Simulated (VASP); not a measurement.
# HC18O in VASP: further runs

Runs on HC18O. Level: PBE. Tasks: single point.

Everything below comes from runs of VASP 6.6.1. Logs are shortened: lines on timing, memory, paths and dates and some standing lists are left out, and cuts for length are marked.

**1. The cell of the first run**

The cell holds a slab with vacuum, 20 atoms: a = 7.398 Å, b = 7.398 Å, c = 11.000 Å, α = 90.00°, β = 90.00°, γ = 120.00°.

**2. Single point, PBE, collinear spin, zero start**

INCAR

```
PREC = Accurate
ENCUT = 520
EDIFF = 1E-6
ISMEAR = 0
SIGMA = 0.02
LREAL = Auto
LASPH = True
NELM = 150
ALGO = Normal
ISIF = 2
LWAVE = False
LCHARG = False
ISPIN = 2
MAGMOM = 0 0 0 0 0 0 0 0 0 0 0 0 0 0 0 0 0 0 0 0
LORBIT = 11
GGA = PE
NBANDS = 60
```

KPOINTS

```
Automatic mesh
0
Gamma
  2 2 1
```

POSCAR

```
HC18O
1.0
    7.3980000000      0.0000000000      0.0000000000
   -3.6990000000      6.4068560000      0.0000000000
    0.0000000000      0.0000000000     11.0000000000
C O H
18 1 1
Direct
   -0.0160172701     -0.0075584655      0.0862838182
    0.2068402134      0.1028718298      0.0848422727
   -0.0160106134      0.3248387353      0.0862733636
    0.2068515943      0.4372746945      0.0848208182
   -0.0184937365      0.6574026324      0.0920870000
    0.2060076025      0.7696505119      0.1301372727
    0.3185760264     -0.0056138299      0.0927210909
    0.5388575997      0.1028468566      0.0844736364
    0.3176790650      0.3254889762      0.0798592727
    0.5398412090      0.4365637373      0.0790038182
    0.3185866931      0.6574934726      0.0926925455
    0.5388573574      0.7692943309      0.0844574545
    0.6515481384     -0.0075839070      0.0860222727
    0.8732297258      0.1032645341      0.0855953636
    0.6508140595      0.3255862158      0.0794845455
    0.8735840717      0.4374933665      0.0843979091
    0.6508145668      0.6585201853      0.0794791818
    0.8735806063      0.7693853272      0.0844002727
    0.1923871589      0.7627210601      0.2664175455
    0.3350222702      0.8359839834      0.2974600000
```

Potentials or basis: VASP PAW PBE potentials, release 64 (C, O, H).

Launch:

```
> cat potpaw_PBE.64/C/POTCAR potpaw_PBE.64/O/POTCAR potpaw_PBE.64/H/POTCAR > POTCAR
> mpirun -np 1 vasp_std > vasp.out
```

OUTCAR:

```text
PREC = Accurate
   ENCUT = 520
   EDIFF = 1E-6
   ISMEAR = 0
   LREAL = Auto
   LASPH = True
   NELM = 150
   ISIF = 2
   ISPIN = 2
   LORBIT = 11
   GGA = PE

 ion  position               nearest neighbor table
   1  0.984  0.992  0.086-  14 1.42   2 1.43  18 1.43
   2  0.207  0.103  0.085-   7 1.41   9 1.43   1 1.43
   3  0.984  0.325  0.086-  14 1.42   4 1.43  16 1.43
   4  0.207  0.437  0.085-  11 1.41   9 1.43   3 1.43
   5  0.982  0.657  0.092-  18 1.41  16 1.41   6 1.50
   6  0.206  0.770  0.130-   7 1.50  11 1.50   5 1.50  19 1.50
   7  0.319  0.994  0.093-   2 1.41   8 1.41   6 1.50
   8  0.539  0.103  0.084-   7 1.41  15 1.43  13 1.43
   9  0.318  0.325  0.080-  10 1.42   4 1.43   2 1.43
  10  0.540  0.437  0.079-  15 1.42  17 1.42   9 1.42
  11  0.319  0.657  0.093-   4 1.41  12 1.41   6 1.50
  12  0.539  0.769  0.084-  11 1.41  17 1.43  13 1.43
  13  0.652  0.992  0.086-  14 1.42   8 1.43  12 1.43
  14  0.873  0.103  0.086-   3 1.42   1 1.42  13 1.42
  15  0.651  0.326  0.079-  10 1.42   8 1.43  16 1.43
  16  0.874  0.437  0.084-   5 1.41  15 1.43   3 1.43
  17  0.651  0.659  0.079-  10 1.42  12 1.43  18 1.43
  18  0.874  0.769  0.084-   5 1.41  17 1.43   1 1.43
  19  0.192  0.763  0.266-  20 0.98   6 1.50
  20  0.335  0.836  0.297-  19 0.98

  LATTYP: Found a hexagonal cell.
 ALAT       =     7.3980000000
 C/A-ratio  =     1.4868883482

  Lattice vectors:

 A1 = (   7.3980000000,   0.0000000000,   0.0000000000)
 A2 = (  -3.6990000000,   6.4068560000,   0.0000000000)
 A3 = (   0.0000000000,   0.0000000000,  11.0000000000)

Analysis of symmetry for initial positions (statically):
=====================================================================
 Subroutine PRICEL returns:
 Original cell was already a primitive cell.

 Routine SETGRP: Setting up the symmetry group for a
 hexagonal supercell.

 Subroutine GETGRP returns: Found  1 space group operations
 (whereof  1 operations were pure point group operations)
 out of a pool of 24 trial point group operations.

The static configuration has the point symmetry C_1 .

Analysis of symmetry for dynamics (positions and initial velocities):
=====================================================================
 Subroutine PRICEL returns:
 Original cell was already a primitive cell.

 Routine SETGRP: Setting up the symmetry group for a
 hexagonal supercell.

 Subroutine GETGRP returns: Found  1 space group operations
 (whereof  1 operations were pure point group operations)
 out of a pool of 24 trial point group operations.

The dynamic configuration has the point symmetry C_1 .

Analysis of structural, dynamic, and magnetic symmetry:
=====================================================================
 Subroutine PRICEL returns:
 Original cell was already a primitive cell.

 Routine SETGRP: Setting up the symmetry group for a
 hexagonal supercell.

 Subroutine GETGRP returns: Found  1 space group operations
 (whereof  1 operations were pure point group operations)
 out of a pool of 24 trial point group operations.

The overall configuration has the point symmetry C_1 .

 Subroutine INISYM returns: Found  1 space group operations
 (whereof  1 operations are pure point group operations),
 and found     1 'primitive' translations

----------------------------------------------------------------------------------------

                                     Primitive cell

  volume of cell :     521.3771

  direct lattice vectors                    reciprocal lattice vectors
     7.398000000  0.000000000  0.000000000     0.135171668  0.078041398  0.000000000
    -3.699000000  6.406856000  0.000000000     0.000000000  0.156082796  0.000000000
     0.000000000  0.000000000 11.000000000     0.000000000  0.000000000  0.090909091

  length of vectors
     7.398000000  7.398000054 11.000000000     0.156082797  0.156082796  0.090909091

  position of ions in fractional coordinates (direct lattice)
     0.983982730  0.992441535  0.086283818
     0.206840213  0.102871830  0.084842273
     0.983989387  0.324838735  0.086273364
     0.206851594  0.437274694  0.084820818
     0.981506264  0.657402632  0.092087000
     0.206007603  0.769650512  0.130137273
[... 12 lines left out ...]
     0.192387159  0.762721060  0.266417545
     0.335022270  0.835983983  0.297460000

  ion indices of the primitive-cell ions
   primitive index   ion index
                 1           1
                 2           2
                 3           3
                 4           4
                 5           5
                 6           6
[... 12 lines left out ...]
                19          19
                20          20

----------------------------------------------------------------------------------------

 KPOINTS: Automatic mesh

Automatic generation of k-mesh.
 Grid dimensions read from file:
 generate k-points for:    2    2    1

 Generating k-lattice:

  Cartesian coordinates                     Fractional coordinates (reciprocal lattice)
     0.067585834  0.039020699  0.000000000     0.500000000 -0.000000000  0.000000000
     0.000000000  0.078041398  0.000000000     0.000000000  0.500000000  0.000000000
     0.000000000  0.000000000  0.090909091     0.000000000  0.000000000  1.000000000

  Length of vectors
     0.078041399  0.078041398  0.090909091

  Shift w.r.t. Gamma in fractional coordinates (k-lattice)
     0.000000000  0.000000000  0.000000000

 Subroutine IBZKPT returns following result:
 ===========================================

 Found      4 irreducible k-points:

 Following reciprocal coordinates:
            Coordinates               Weight
  0.000000  0.000000  0.000000      1.000000
  0.500000 -0.000000  0.000000      1.000000
  0.000000  0.500000  0.000000      1.000000
  0.500000  0.500000  0.000000      1.000000
   k-points           NKPTS =      4   k-points in BZ     NKDIM =      4   number of bands    NBANDS=     60
   number of dos      NEDOS =    301   number of ions     NIONS =     20
   total plane-waves  NPLWV = 263424
   dimension x,y,z NGX =    56 NGY =   56 NGZ =   84
   dimension x,y,z NGXF=   112 NGYF=  112 NGZF=  168
   ions per type =              18   1   1
   NGX,Y,Z   is equivalent  to a cutoff of  12.58, 12.58, 12.70 a.u.
   NGXF,Y,Z  is equivalent  to a cutoff of  25.17, 25.17, 25.39 a.u.
 SYSTEM =  unknown system
   PREC   = accura    normal or accurate (medium, high low for compatibility)
   ISTART =      0    job   : 0-new  1-cont  2-samecut
   ICHARG =      2    charge: 1-file 2-atom 10-const
   ISPIN  =      2    spin polarized calculation?
   LNONCOLLINEAR =      F non collinear calculations
   LSORBIT =      F    spin-orbit coupling
   LASPH  =      T    aspherical Exc in radial PAW
   ENCUT  =  520.0 eV  38.22 Ry    6.18 a.u.  13.76 13.76 20.45*2*pi/ulx,y,z
   NELM   =    150;   NELMIN=  2; NELMDL= -5     # of ELM steps
   EDIFF  = 0.1E-05   stopping-criterion for ELM
   LREAL  =      T    real-space projection
   EDIFFG = 0.1E-04   stopping-criterion for IOM
   NSW    =      0    number of steps for IOM
   IBRION =     -1    ionic relax: 0-MD 1-quasi-New 2-CG
   NFREE  =      0    steps in history (QN), initial steepest desc. (CG)
   ISIF   =      2    stress and relaxation
   ISYM   =      2    0-nonsym 1-usesym 2-fastsym
   POTIM  = 0.5000    time-step for ionic-motion
   TEBEG  =    0.0;   TEEND  =   0.0 temperature during run
   PSTRESS=    0.0 pullay stress
   NELECT =      79.0000    total number of electrons
   NUPDOWN=      -1.0000    fix difference up-down
   EMIN   =  10.00;   EMAX   =-10.00  energy-range for DOS
   EFERMI =   0.00;   METHOD = LEGACY
   ISMEAR =     0;   SIGMA  =   0.02  broadening in eV -4-tet -1-fermi 0-gaus
   EFERMI_NEDOS =   21; number of points for ismear=-14 and -15
   IALGO  =     38    algorithm
   IMIX   =      4    mixing-type and parameters
     AMIX     =   0.40;   BMIX     =  1.00
     AMIX_MAG =   1.60;   BMIX_MAG =  1.00
  volume/ion in A,a.u.               =      26.07       175.92
  Fermi-wavevector in a.u.,A,eV,Ry     =   0.872770  1.649296 10.363934  0.761728
  Thomas-Fermi vector in A             =   1.992066
   LORBIT       =     11    0 simple, 1 ext, 2 COOP (PROOUT), +10 PAW based schemes
   GGA     = PE    functional components
   LHFCALC =     F    Hartree Fock is set to
   AEXX    =    0.0000 exact exchange contribution
   IVDW    =     0    specifies the selected vdW correction
   LEPSILON=     F    determine dielectric tensor
   LRPA    =     F    only Hartree local field effects (RPA)
 spin polarized calculation
 Gauss-broadening in eV      SIGMA  =   0.02
  energy-cutoff  :      520.00
  volume of cell :      521.38
 maximum number of plane-waves:     14099
 NGX is ok and might be reduce to    56
   NGX = 27   NGY = 27   NGZ = 41

 number of electron      79.0000004 magnetization       0.0000000

 number of electron      79.0000004 magnetization      -0.0000000

 Free energy of the ion-electron system (eV)
  ---------------------------------------------------
  ext. energy  EPLUGINS =         0.00000000
  ---------------------------------------------------
  free energy    TOTEN  =      -174.43185233 eV

  energy without entropy =     -174.43185233  energy(sigma->0) =     -174.43185233

 E-fermi :  -1.8126     XC(G=0):  -4.2213

 val. band max:       -1.9787587889   @ k =   0.0000   0.5000   0.0000
 cond. band min:      -1.5455995046   @ k =   0.0000   0.0000   0.0000
 fundamental gap:      0.4331592842
 Fermi energy:        -1.8125648566

 spin component 1

 k-point     1 :       0.0000    0.0000    0.0000
  band No.  band energies     occupation
      1     -22.6314      1.00000
      2     -20.8545      1.00000
      3     -18.5136      1.00000
      4     -18.5067      1.00000
      5     -18.4948      1.00000
      6     -18.4177      1.00000
[... 43 lines left out ...]
     50       3.9710      0.00000
     51       4.6613      0.00000
[... 160 lines left out ...]
     50       4.3986      0.00000
     51       4.4984      0.00000
 Fermi energy:        -1.8125648566

 spin component 2

 k-point     1 :       0.0000    0.0000    0.0000
  band No.  band energies     occupation
      1     -22.6314      1.00000
      2     -20.8545      1.00000
      3     -18.5136      1.00000
      4     -18.5067      1.00000
      5     -18.4948      1.00000
      6     -18.4177      1.00000
[... 43 lines left out ...]
     50       3.9712      0.00000
     51       4.6614      0.00000
[... 160 lines left out ...]
     50       4.3987      0.00000
     51       4.4985      0.00000
 [bands above 51 left out]

------------------------ aborting loop because EDIFF is reached ----------------------------------------

  FORCE on cell =-STRESS in cart. coord.  units (eV):
  Direction    XX          YY          ZZ          XY          YZ          ZX
  --------------------------------------------------------------------------------------
  -------------------------------------------------------------------------------------
  Total        0.3536456      0.4373405      0.0128336     -0.0764846      0.0068246      0.0156426
  in kB        1.0867430      1.3439351      0.0394374     -0.2350350      0.0209717      0.0480692
  external PRESSURE =       0.8233718 kB  Pullay stress =       0.0000000 kB

 VOLUME and BASIS-vectors are now :
 -----------------------------------------------------------------------------
  energy-cutoff  :      520.00
  volume of cell :      521.38
      direct lattice vectors                 reciprocal lattice vectors
     7.398000000  0.000000000  0.000000000     0.135171668  0.078041398  0.000000000
    -3.699000000  6.406856000  0.000000000     0.000000000  0.156082796  0.000000000
     0.000000000  0.000000000 11.000000000     0.000000000  0.000000000  0.090909091

 POSITION                                       TOTAL-FORCE (eV/Angst)
 -----------------------------------------------------------------------------------
      3.60846      6.35843      0.94912        -0.007534     -0.005696      0.001202
      1.14968      0.65908      0.93326         0.000241     -0.003445      0.002595
      6.07798      2.08120      0.94901        -0.002162      0.001323      0.004436
     -0.08719      2.80156      0.93303        -0.004051     -0.000361      0.002501
      4.82945      4.21188      1.01296         0.041088      0.020827      0.015136
     -1.32289      4.93104      1.43151        -0.008522     -0.004206     -0.087022
[... 12 lines left out ...]
     -1.39802      4.88664      2.93059        -0.043741     -0.021980      0.051314
     -0.61381      5.35603      3.27206         0.045271      0.024980      0.044346
 -----------------------------------------------------------------------------------
    total drift:                                0.006306      0.004486      0.021588

  FREE ENERGIE OF THE ION-ELECTRON SYSTEM (eV)
  ---------------------------------------------------
  free  energy   TOTEN  =      -174.4318523323 eV

  energy  without entropy=     -174.4318523323  energy(sigma->0) =     -174.43185233

 total charge

# of ion       s       p       d       tot
------------------------------------------
    1        0.860   1.791   0.000   2.650
    2        0.865   1.778   0.000   2.642
    3        0.860   1.791   0.000   2.650
    4        0.865   1.778   0.000   2.642
    5        0.861   1.773   0.000   2.634
    6        0.821   1.692   0.000   2.513
[... 12 lines left out ...]
   19        1.577   3.526   0.000   5.104
   20        0.626   0.118   0.000   0.744
--------------------------------------------------
tot         17.694  35.589   0.000  53.283

 magnetization (x)

# of ion       s       p       d       tot
------------------------------------------
    1        0.000   0.000   0.000   0.000
    2        0.000  -0.000   0.000  -0.000
    3        0.000   0.000   0.000   0.000
    4        0.000  -0.000   0.000  -0.000
    5        0.000  -0.000   0.000   0.000
    6       -0.000  -0.000   0.000  -0.000
[... 12 lines left out ...]
   19       -0.000  -0.000   0.000  -0.000
   20       -0.000  -0.000   0.000  -0.000
--------------------------------------------------
tot          0.000  -0.000   0.000  -0.000
```

Wall time 5.8 min (1 thread of Intel Xeon 6975P-C (Granite Rapids), shared host); peak memory 0.83 GiB.

Results:

| Property | Result |
| --- | --- |
| Free energy | -174.4319 eV |
| Largest force | 0.088 eV/Å |
| Net moment | 0.00 μB per cell |
| Valence electrons inside the program's atomic spheres | C 2.65, 2.64, 2.63, 2.51, 2.66 (each value once); O 5.10; H 0.74 |

Forces in eV/Å, atoms in the order of the input:
```
C   -0.008 -0.006  0.001
C    0.000 -0.003  0.003
C   -0.002  0.001  0.004
C   -0.004  0.000  0.003
C    0.041  0.021  0.015
C   -0.009 -0.004 -0.087
C   -0.008 -0.022 -0.012
C    0.002 -0.006  0.003
C    0.002 -0.002 -0.003
C   -0.002 -0.003  0.007
C   -0.025  0.004 -0.014
C    0.001  0.012 -0.003
C    0.009 -0.001  0.000
C   -0.001 -0.005  0.002
C   -0.001  0.001 -0.009
C    0.009 -0.009  0.005
C    0.002  0.000 -0.010
C   -0.008  0.020  0.000
O   -0.044 -0.022  0.051
H    0.045  0.025  0.044
```

Levels at points of the mesh, in eV from the Fermi level:
Spin up:
```csv
k point,band 37,band 38,band 39,band 40,band 41,band 42,band 43,band 44
"(0.00, 0.00, 0.00)",-2.17,-1.87,0.27,0.40,0.44,2.03,3.50,4.73
"(0.50, 0.00, 0.00)",-2.27,-2.05,-1.82,-0.17,2.16,2.74,2.84,2.99
"(0.00, 0.50, 0.00)",-2.24,-2.14,-1.75,-0.17,2.17,2.75,2.84,2.95
"(0.50, 0.50, 0.00)",-2.24,-2.14,-1.75,-0.17,2.17,2.75,2.84,2.95
```
Spin down:
| k point | band 38 | band 39 | band 40 | band 41 | band 42 | band 43 |
| --- | --- | --- | --- | --- | --- | --- |
| (0.00, 0.00, 0.00) | -1.87 | 0.27 | 0.40 | 0.44 | 2.03 | 3.50 |
| (0.50, 0.00, 0.00) | -2.05 | -1.82 | -0.17 | 2.16 | 2.74 | 2.84 |
| (0.00, 0.50, 0.00) | -2.14 | -1.75 | -0.17 | 2.17 | 2.75 | 2.84 |
| (0.50, 0.50, 0.00) | -2.14 | -1.75 | -0.17 | 2.17 | 2.75 | 2.84 |

Caveat: the k points lie up to 0.49 Å⁻¹ apart.

(Part 1 of 2 ends here.)
